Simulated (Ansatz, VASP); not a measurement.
**One calculation of Si, two programs**

```
CELL_PARAMETERS angstrom
3.76900 0.00000 0.00000
-1.88450 3.26405 0.00000
0.00000 0.00000 28.00000
ATOMIC_POSITIONS crystal
Si 0.33333 0.66667 0.50766
Si 0.66667 0.33333 0.49234
```

Alike in both runs: task single point; functional LDA; k mesh 15 × 15 × 1; occupations gaussian, width 0.1 eV; no spin polarisation.

```csv
,VASP,Ansatz
version,VASP 6.6.1,Ansatz 0.2.0
potentials or method,"VASP PAW LDA potentials, release 64 (Si), cutoff 520 eV","scalar-relativistic, plane waves, PAW"
valence electrons in the cell,8,8
```

|  | VASP | Ansatz | Ansatz less VASP |
| --- | --- | --- | --- |
| gap on the k mesh at the Fermi level (eV) | none | none | - |
| rms of the force components (eV/Å) | 0.084 | 0.085 | +0.0003 |
| work function, face that differs most (eV) | 4.74 | 4.73 | -0.011 |

Ansatz warns that its potentials were made for another functional, while VASP's fit it. LDA's correlation is that of Perdew and Zunger in VASP and of Perdew and Wang (1992) in Ansatz. Atom by atom the forces differ by 0.000 eV/Å (rms over components). A gap of «none» marks a metal or a gap that the smearing closes.
